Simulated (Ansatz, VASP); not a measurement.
# Two plane-wave programs on Pb

The input INCAR:

```
ALGO     = Normal         # electronic algorithm
EDIFF    = 1E-6           # SCF threshold, eV
ENCUT    = 520            # plane-wave cutoff, eV
GGA      = PE             # functional
ISIF     = 2              # what is computed and relaxed
ISMEAR   = -1             # smearing method
LASPH    = T              # aspherical terms in the spheres
LCHARG   = T              # write CHGCAR
LELF     = T              # ELF
LREAL    = F              # projectors in reciprocal space
LVHAR    = T            
LWAVE    = F              # write WAVECAR
NBANDS   = 13             # bands
NELM     = 60             # most SCF steps
PREC     = Accurate       # precision mode
SIGMA    = 0.05           # smearing width, eV
```

File KPOINTS:

```
k-points
0
Gamma
  8 8 8
```

POSCAR

```
Pb
1.0
    0.0193336300      2.4628699300      2.3546989056
    2.5028571400     -0.0067465600      2.3797358880
    2.4813249000      2.4674178800      0.0141942528
Pb
1
Direct
    0.0000000000      0.0000000000      0.0000000000
```

input.yaml

```yaml
crystal:
  lattice:
    - [0.01933363, 2.46286993, 2.3546989056]
    - [2.50285714, -0.00674656, 2.379735888]
    - [2.4813249, 2.46741788, 0.0141942528]
  atoms:
    - { symbol: Pb, position: [0.0, 0.0, 0.0] }
hamiltonian:
  xc: pbe
  pseudopotentials: { kind: paw }
kpoints:
  mp_grid: { grid: [8, 8, 8] }
scf:
  occupations: { method: fermi_dirac, width: 0.05 }
output:
  forces: true
  stress: true
  eigenvalues: true
  write_density: true
  write_potential: true
  elf: true
  volumetric_format: npy
```

Alike in both runs: task single point; functional PBE; k mesh 8 × 8 × 8; occupations fermi-dirac, width 0.05 eV; no spin polarisation.

|  | VASP | Ansatz |
| --- | --- | --- |
| version | VASP 6.6.1 | Ansatz 0.2.0 |
| potentials or method | VASP PAW PBE potentials, release 64 (Pb_d) | Ansatz PAW |
| plane-wave cutoff (eV) | 520 | 420 |
| valence electrons in the cell | 14 | 14 |

```csv
,VASP,Ansatz,Ansatz less VASP
gap on the k mesh at the Fermi level (eV),none,none,-
pressure (GPa),5.1,5.2,+0.07
"traceless stress, the component that is largest in VASP (GPa)",0.45,0.44,-0.013
```

A gap of «none» marks a metal or a gap that the smearing closes.

Spin-orbit coupling is off throughout.
